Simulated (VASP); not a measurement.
**P: relaxation of cell and atoms with LDA**

P, a slab with vacuum:

```
CELL_PARAMETERS angstrom
3.28373 0.00000 0.00000
0.00000 34.85703 0.00000
0.00000 0.00000 4.63208
ATOMIC_POSITIONS crystal
P 0.00000 0.97026 0.59215
P 0.00000 0.02974 0.40785
P 0.50000 0.02974 0.09215
P 0.50000 0.97026 0.90785
```

```
Program                : VASP 6.6.1
Task                   : relaxation of cell and atoms
Functional             : LDA
Potentials or basis    : VASP PAW LDA potentials, release 64 (P)
Cutoff                 : 600 eV
k mesh                 : 8 × 1 × 6
Occupations            : gaussian, width 0.02 eV
Spin                   : no spin polarisation
Dipole correction      : no
Further INCAR settings : ALGO = Normal; EDIFF = 1e-06; IBRION = 2; EDIFFG = -0.005; NSW = 100; ISIF = 3
```

The relaxed cell is a = 3.269 Å, b = 35.134 Å, c = 4.367 Å, α = 90.00°, β = 90.00°, γ = 90.00°. The space group after relaxing (to 0.1 Å) is Pmna (No. 53), the energy gained by relaxing is 11.5 meV/atom and the ionic steps are 16. The band gap on the k mesh is 0.60 eV.

Forces on the atoms (eV/Å):
```
P    0.000  0.000  0.003
P    0.000  0.000 -0.003
P    0.000  0.000  0.003
P    0.000  0.000 -0.003
```

The path:
```
step  energy change (eV)  largest force (eV/Å)  pressure (GPa)  volume (Å³)
   1              0.0000                0.1497           -0.28       530.19
   2             -0.0165                0.2845            0.15       512.50
   3             -0.0179                0.2430            0.05       516.21
   4             -0.0277                0.0760            0.01       513.91
   5             -0.0301                0.0999           -0.03       512.06
   6             -0.0378                0.0440           -0.03       509.34
   7             -0.0422                0.1124           -0.03       505.69
   8             -0.0456                0.0268            0.01       502.89
   9             -0.0456                0.0238            0.01       502.95
  10             -0.0456                0.0211            0.01       503.00
  11             -0.0457                0.0123            0.00       502.97
  12             -0.0457                0.0155           -0.01       502.95
  13             -0.0458                0.0132            0.00       502.28
  14             -0.0458                0.0120            0.00       501.69
  15             -0.0458                0.0148            0.00       501.59
  16             -0.0459                0.0028            0.00       501.63
```

Final structure:
```
P
1.0
     3.26947    0.00000    0.00000
     0.00000   35.13388    0.00000
     0.00000    0.00000    4.36700
P
4
Cartesian
  0.0000 34.0811 2.5390
  0.0000 1.0528 1.8280
  1.6347 1.0528 0.3555
  1.6347 34.0811 4.0115
```

Levels at points of the mesh, in eV from the valence-band top:
```tsv
k point	band 7	band 8	band 9	band 10	band 11	band 12	band 13	band 14
(0.00, 0.00, 0.00)	-3.59	-2.03	-1.82	0.00	0.60	1.44	2.71	3.51
(0.50, 0.00, 0.00)	-2.81	-2.81	-2.11	-2.11	1.21	1.21	1.79	1.79
(0.00, 0.00, 0.50)	-2.65	-2.65	-1.03	-1.03	2.07	2.07	3.56	3.56
(0.50, 0.00, 0.50)	-5.04	-5.04	-1.38	-1.38	2.32	2.32	4.37	4.37
```

Wall time 13 min on 1 thread of Intel(R) Xeon(R) 6975P-C (Granite Rapids) (shared host), peak memory 0.59 GiB.
